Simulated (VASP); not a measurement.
Input of a VASP 6.6.1 run:

File INCAR:

```
SYSTEM = Ni
PREC     = Accurate       ! precision mode
ENCUT    = 600            ! plane-wave cutoff, eV
EDIFF    = 1E-6           ! SCF threshold, eV
ISMEAR   = -1             ! smearing method
SIGMA    = 0.05           ! smearing width, eV
LREAL    = .False.        ! projectors in reciprocal space
LASPH    = .True.         ! aspherical terms in the spheres
NELM     = 200            ! most SCF steps
ALGO     = Normal         ! electronic algorithm
ISIF     = 2              ! what is computed and relaxed
LWAVE    = .False.        ! write WAVECAR
LCHARG   = .False.        ! write CHGCAR
ISPIN    = 2              ! spin polarisation
MAGMOM   = 0.8 0.8        ! initial moments
LORBIT   = 11             ! projections on sites
LMAXMIX  = 4              ! l up to which the mixer works
NBANDS   = 21             ! bands
GGA_COMPAT= .False.
```

The input KPOINTS:

```
Automatic mesh
0
Gamma
  11 11 11
  0 0 0
```

File POSCAR:

```
Ni
1.0
    0.0000000000      2.4699066550      2.4699066550
    2.4699066550      0.0000000000      2.4699066550
    2.4699066550      2.4699066550      0.0000000000
Ni
2
Direct
    0.1250000000      0.1250000000      0.1250000000
    0.8750000000      0.8750000000      0.8750000000
```

Potentials or basis: VASP PAW LDA potentials, release 64 (Ni).

The run is started by

```console
$ cat potpaw_LDA.64/Ni/POTCAR > POTCAR
$ mpirun -np 1 vasp_std > vasp.out
```

Estimate the site moments.

Ni +0.76 μB.

Estimate the pressure.

-0.3 GPa.

What does it give for the net moment?

1.54 μB per cell.
